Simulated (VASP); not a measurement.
Runs of VASP 6.6.1 on Ge. The structure is that of space group Cmmm (No. 65), or close to it. The cells are those of the table. 

| cell | gap on the mesh (eV) | pressure (GPa) |
| --- | --- | --- |
| a = 2.878, b = 2.878, c = 2.631 Å, angles 90.0, 90.0, 123.5°, 1 atom | none | (a) |
| a = 2.804, b = 2.804, c = 2.563 Å, angles 90.0, 90.0, 123.5°, 1 atom | none | (b) |
| a = 2.804, b = 2.804, c = 2.833 Å, angles 90.0, 90.0, 123.5°, 1 atom | none | 4.6 |
| a = 2.804, b = 2.804, c = 2.698 Å, angles 90.0, 90.0, 123.5°, 1 atom | none | 7.9 |
| a = 2.804, b = 2.804, c = 2.766 Å, angles 90.0, 90.0, 123.5°, 1 atom | none | 6.0 |
| a = 2.878, b = 2.878, c = 2.563 Å, angles 90.0, 90.0, 123.5°, 1 atom | none | 7.4 |
| a = 2.804, b = 2.804, c = 2.631 Å, angles 90.0, 90.0, 123.5°, 1 atom | none | 10.2 |

Alike in all rows: task single point; level PBE; potentials or basis VASP PAW PBE potentials, release 64 (Ge_d); no spin polarisation; k mesh 20 × 20 × 18; cutoff (eV) 520; smearing gaussian 0.15 eV.

**Question.** Fill in the values left out.

**Answer.** (a) 4.9; (b) 13.1.

Caveats: the cell stands under pressure (at least some runs); the stress differs along the axes, from -7 to 12 GPa (at least some runs); the stress differs along the axes, from 1 to 14 GPa (at least some runs); the stress differs along the axes, from -4 to 13 GPa (at least some runs); the stress differs along the axes, from 4 to 12 GPa (at least some runs); the stress differs along the axes, from 6 to 14 GPa (at least some runs).

A k mesh can miss the band edges, and the runs leave out spin-orbit coupling on Ge.

A gap of «none» marks levels without a gap at the run's occupations.
